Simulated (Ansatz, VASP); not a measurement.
## Two plane-wave programs on HgTe

Contents of INCAR:

```
SYSTEM = HgTe
PREC     = Accurate       ! precision mode
ENCUT    = 520            ! plane-wave cutoff, eV
EDIFF    = 1E-6           ! SCF threshold, eV
ISMEAR   = -1             ! smearing method
SIGMA    = 0.05           ! smearing width, eV
LREAL    = .False.        ! projectors in reciprocal space
LASPH    = .True.         ! aspherical terms in the spheres
NELM     = 80             ! most SCF steps
ALGO     = Normal         ! electronic algorithm
ISIF     = 2              ! what is computed and relaxed
LWAVE    = .False.        ! write WAVECAR
LCHARG   = .True.         ! write CHGCAR
GGA      = PE             ! functional
LELF     = .True.         ! ELF
LVHAR    = .True.       
NBANDS   = 16             ! bands
```

File KPOINTS:

```
regular mesh
0
Gamma
  6 6 6
  0 0 0
```

POSCAR

```
HgTe
1.0
    0.0000000000      3.1502100000      3.2145000000
    3.1502100000      0.0000000000      3.2145000000
    3.1502100000      3.1502100000      0.0000000000
Hg Te
1 1
Direct
    0.0000000000      0.0000000000      0.0000000000
    0.7500000000      0.7500000000      0.7500000000
```

The input input.yaml:

```yaml
crystal:
  lattice:
    - [0.0, 3.15021, 3.2145]
    - [3.15021, 0.0, 3.2145]
    - [3.15021, 3.15021, 0.0]
  atoms:
    - { symbol: Hg, position: [0.0, 0.0, 0.0] }
    - { symbol: Te, position: [0.75, 0.75, 0.75] }
hamiltonian:
  xc: pbe
  pseudopotentials: { kind: paw }
kpoints:
  mp_grid: { grid: [6, 6, 6] }
scf:
  occupations: { method: fermi_dirac, width: 0.05 }
output:
  forces: true
  stress: true
  eigenvalues: true
```

Alike in both runs: task single point; functional PBE; k mesh 6 × 6 × 6; occupations fermi-dirac, width 0.05 eV; no spin polarisation.

|  | VASP | Ansatz |
| --- | --- | --- |
| version | VASP 6.6.1 | Ansatz 0.2.0 |
| potentials or method | VASP PAW PBE potentials, release 64 (Hg, Te) | Ansatz PAW |
| plane-wave cutoff (eV) | 520 | 420 |
| valence electrons in the cell | 18 | 36 |

```csv
,VASP,Ansatz,Ansatz less VASP
gap on the k mesh at the Fermi level (eV),none,none,-
pressure (GPa),7.2,7.1,-0.10
"traceless stress, the component that is largest in VASP (GPa)",-0.12,-0.12,+0.001
```

A gap of «none» marks a metal or a gap that the smearing closes. VASP's potentials hold 18 valence electrons a cell and Ansatz's 36, so a difference there can come from the potentials and not from the codes.

Neither program's run includes spin-orbit coupling.
